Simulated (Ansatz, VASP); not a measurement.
# ScZn: VASP beside Ansatz

```xyz
2
Lattice="3.3500 0.0335 0.0335 0.0335 3.3500 0.0335 0.0335 0.0335 3.3500" Properties=species:S:1:pos:R:3 pbc="T T T"
Sc    0.0000    0.0000    0.0000
Zn    1.7085    1.7085    1.7085
```

Change from the starting cell: equal xy, yz and zx shear strains of +2 %, crystal datasets.

Alike in both runs: task electric field gradients; functional PBEsol; k mesh 10 × 10 × 10; occupations fermi-dirac, width 0.03 eV; no spin polarisation.

|  | VASP | Ansatz |
| --- | --- | --- |
| version | VASP 6.6.1 | Ansatz 0.2.0 |
| potentials or method | VASP PAW PBE potentials, release 64 (Sc_sv, Zn), cutoff 520 eV | all-electron PAW with datasets made for the crystal, scalar-relativistic |

|  | VASP | Ansatz | Ansatz less VASP |
| --- | --- | --- | --- |
| pressure (GPa) | -3.1 | -3.2 | -0.17 |
| traceless stress, the component that is largest in VASP (GPa) | -1.27 | -1.27 | +0.004 |
| size of Vzz on the site where it differs most (V/Å²) | 1.1 | 0.2 | -0.87 |

VASP's potentials were made for PBE, not for PBEsol. Ansatz ran all-electron here, and VASP with PAW potentials.
